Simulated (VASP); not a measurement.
Write the native input for VASP 6.6.1 that does the following.

```
Task                               : single point
Functional                         : HSE06
Potentials or basis                : VASP PAW PBE potentials, release 64 (In_d, Sb)
Cutoff                             : 520 eV
k mesh                             : 4 × 4 × 4
Occupations                        : fermi-dirac, width 0.02 eV
Spin                               : no spin polarisation
Dipole correction                  : no
Grid for exact exchange (PRECFOCK) : Normal
Further INCAR settings             : ALGO = Normal; EDIFF = 1e-06; NBANDS = 16
Share of exact exchange            : 0.25
Screening parameter                : 0.2079 1/Å
```

InSb:

```
CELL_PARAMETERS angstrom
0.00000 3.18113 3.37549
3.18113 0.00000 3.37549
3.18113 3.18113 0.00000
ATOMIC_POSITIONS crystal
In 0.00000 0.00000 0.00000
Sb 0.25000 0.25000 0.25000
```

This cell differs from its parent crystal: epitaxial xy strain -3.0%.

The input as run:

POSCAR

```
InSb
1.0
    0.0000000000      3.1811276270      3.3754891042
    3.1811276270      0.0000000000      3.3754891042
    3.1811276270      3.1811276270      0.0000000000
In Sb
1 1
Direct
    0.0000000000      0.0000000000      0.0000000000
    0.2500000000      0.2500000000      0.2500000000
```

INCAR.step1

```
SYSTEM = InSb
PREC     = Accurate       ! precision mode
ENCUT    = 520            ! plane-wave cutoff, eV
EDIFF    = 1E-5           ! SCF threshold, eV
ISMEAR   = -1             ! smearing method
SIGMA    = 0.02           ! smearing width, eV
LREAL    = .FALSE.        ! projectors in reciprocal space
LASPH    = .TRUE.         ! aspherical terms in the spheres
NELM     = 80             ! most SCF steps
ALGO     = Normal         ! electronic algorithm
ISIF     = 2              ! what is computed and relaxed
LWAVE    = .TRUE.         ! write WAVECAR
LCHARG   = .FALSE.        ! write CHGCAR
NBANDS   = 16             ! bands
GGA      = PE             ! functional
```

INCAR.step2

```
SYSTEM = InSb
PREC     = Accurate       ! precision mode
ENCUT    = 520            ! plane-wave cutoff, eV
EDIFF    = 1E-6           ! SCF threshold, eV
ISMEAR   = -1             ! smearing method
SIGMA    = 0.02           ! smearing width, eV
LREAL    = .FALSE.        ! projectors in reciprocal space
LASPH    = .TRUE.         ! aspherical terms in the spheres
NELM     = 80             ! most SCF steps
ALGO     = Normal         ! electronic algorithm
ISIF     = 2              ! what is computed and relaxed
LWAVE    = .FALSE.        ! write WAVECAR
LCHARG   = .FALSE.        ! write CHGCAR
GGA      = PE             ! functional
LHFCALC  = .TRUE.         ! exact exchange
HFSCREEN = 0.2079         ! screening, 1/A
PRECFOCK = Normal       
NBANDS   = 16             ! bands
ISTART   = 1
```

KPOINTS

```
regular mesh
0
G
  4 4 4
  0 0 0
```

Potentials or basis: VASP PAW PBE potentials, release 64 (In_d, Sb).

The run is started by

```sh
$ cat potpaw_PBE.64/In_d/POTCAR potpaw_PBE.64/Sb/POTCAR > POTCAR
$ cp INCAR.step1 INCAR
$ mpirun -np 1 vasp_std > vasp.out
$ cp INCAR.step2 INCAR
$ mpirun -np 1 vasp_std > vasp.out
```

It gave:

```json
{
 "Pressure": "0.9 GPa",
 "Band gap on the k mesh": "0.39 eV"
}
```

Caveat: the cell differs from its parent crystal (epitaxial xy strain -3.0%); the PAW data sets were made with another functional, which shifts forces and pressure a little; spin-orbit coupling is left out, which moves the levels of the heavy elements.

Wall time 26 min on 1 thread of AMD EPYC 7R13 Processor (Zen 3), on a shared host, peak memory 0.3 GiB.
